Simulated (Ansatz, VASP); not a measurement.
One calculation of CdTe, two programs

Contents of INCAR:

```
ALGO = Normal
EDIFF = 1E-6
ENCUT = 520
GGA = PE
ISIF = 2
ISMEAR = -1
LASPH = T
LCHARG = F
LREAL = F
LWAVE = F
NBANDS = 16
NELM = 80
PREC = Accurate
SIGMA = 0.06
```

File KPOINTS:

```
k-points
0
Gamma
  5 5 5
```

POSCAR

```
CdTe
1.0
    0.0000000000      3.2050000000      3.2050000000
    3.2050000000      0.0000000000      3.2050000000
    3.2050000000      3.2050000000      0.0000000000
Te Cd
1 1
Direct
    0.7500000000      0.7500000000      0.7500000000
    0.0000000000      0.0000000000      0.0000000000
```

File input.yaml:

```yaml
crystal:
  lattice:
    - [0.0, 3.205, 3.205]
    - [3.205, 0.0, 3.205]
    - [3.205, 3.205, 0.0]
  atoms:
    - { symbol: Te, position: [0.75, 0.75, 0.75] }
    - { symbol: Cd, position: [0.0, 0.0, 0.0] }
kpoints:
  mp_grid: { grid: [5, 5, 5] }
scf:
  occupations: { method: fermi_dirac, width: 0.06 }
hamiltonian:
  xc: pbe
  pseudopotentials: { kind: all_electron, lapw: { basis_error: 0.004 } }
output:
  forces: true
  stress: true
  eigenvalues: true
```

Alike in both runs: task single point; functional PBE; k mesh 5 × 5 × 5; occupations fermi-dirac, width 0.06 eV; no spin polarisation.

```csv
,VASP,Ansatz
version,VASP 6.6.1,Ansatz 0.2.0
potentials or method,"VASP PAW PBE potentials, release 64 (Te, Cd), cutoff 520 eV","all-electron LAPW, scalar-relativistic"
```

Ansatz gave:

```
gap on the k mesh at the Fermi level (eV) : 0.87
least direct gap on the mesh (eV)         : 0.87
pressure (GPa)                            : 4.3
```

Problem. What did VASP give for the same quantities?

Solution. gap on the k mesh at the Fermi level (eV): 0.87; least direct gap on the mesh (eV): 0.87; pressure (GPa): 4.5.

Ansatz ran all-electron here, and VASP with PAW potentials.

Neither program's run includes spin-orbit coupling.
